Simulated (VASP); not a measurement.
# HfB: single point with PBE

The system is HfB.

```
CELL_PARAMETERS angstrom
0.00000 2.31767 2.31767
2.31767 0.00000 2.31767
2.31767 2.31767 0.00000
ATOMIC_POSITIONS crystal
Hf 0.50000 0.50000 0.50000
B 0.00000 0.00000 0.00000
```

| Quantity | Value |
| --- | --- |
| Program | VASP 6.6.1 |
| Task | single point |
| Functional | PBE |
| Potentials or basis | VASP PAW PBE potentials, release 64 (Hf_pv, B) |
| Cutoff | 520 eV |
| k mesh | 9 × 9 × 9 |
| Occupations | fermi-dirac, width 0.15 eV |
| Spin | no spin polarisation |

| Quantity | Value |
| --- | --- |
| Pressure | 28.1 GPa |

Levels at points of the mesh, in eV from the Fermi level:
```
           k point  band 4  band 5  band 6  band 7  band 8  band 9  band 10  band 11
(0.00, 0.00, 0.00)   -9.58    2.15    2.15    2.15    3.89    3.89     3.89     4.15
```

Wall time 13 s on 1 thread of Intel(R) Xeon(R) Platinum 8259CL CPU @ 2.50GHz (Skylake/Cascade Lake), with other jobs on the host, peak memory 0.14 GiB.

Caveat: spin-orbit coupling is left out, which moves the levels of the heavy elements.
